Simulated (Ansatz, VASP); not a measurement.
# Two plane-wave programs on Ag

Contents of INCAR:

```
SYSTEM = Ag
  PREC = Accurate
  ENCUT = 520
  EDIFF = 1E-6
  ISMEAR = 0
  SIGMA = 0.15
  LREAL = .FALSE.
  LASPH = .TRUE.
  NELM = 80
  ALGO = Fast
  ISIF = 2
  LWAVE = .FALSE.
  LCHARG = .FALSE.
  GGA = PS
  NBANDS = 12
```

KPOINTS

```
regular mesh
0
G
  28 28 28
  0 0 0
```

Contents of POSCAR:

```
Ag
1.0
   -1.8101255221      1.8101255221      1.2797587441
    1.8101255221     -1.8101255221      1.2797587441
    1.8101255221      1.8101255221     -1.2797587441
Ag
1
Direct
    0.0000000000      0.0000000000      0.0000000000
```

Input for Ansatz:

```yaml
crystal:
  lattice:
    - [-1.8101255221, 1.8101255221, 1.2797587441]
    - [1.8101255221, -1.8101255221, 1.2797587441]
    - [1.8101255221, 1.8101255221, -1.2797587441]
  atoms:
    - { symbol: Ag, position: [0.0, 0.0, 0.0] }
basis:
  ecutwfc: 420
kpoints:
  mp_grid: { grid: [28, 28, 28] }
hamiltonian:
  xc: pbesol
scf:
  occupations: { method: gaussian, width: 0.15 }
output:
  forces: true
  stress: true
  eigenvalues: true
```

Alike in both runs: task single point; functional PBEsol; k mesh 28 × 28 × 28; occupations gaussian, width 0.15 eV; no spin polarisation.

|  | VASP | Ansatz |
| --- | --- | --- |
| version | VASP 6.6.1 | Ansatz 0.2.0 |
| potentials or method | VASP PAW PBE potentials, release 64 (Ag), cutoff 520 eV | scalar-relativistic, plane waves, PAW |
| valence electrons in the cell | 11 | 19 |

```csv
,VASP,Ansatz,Ansatz less VASP
gap on the k mesh at the Fermi level (eV),none,none,-
pressure (GPa),6.3,6.5,+0.15
"traceless stress, the component that is largest in VASP (GPa)",18.42,18.61,+0.190
```

VASP's potentials were made for PBE, not for PBEsol. A gap of «none» marks a metal or a gap that the smearing closes. The functional is the same, so the differences come from potentials, cutoffs and numerics. VASP's potentials hold 11 valence electrons a cell and Ansatz's 19, so a difference there can come from the potentials and not from the codes.
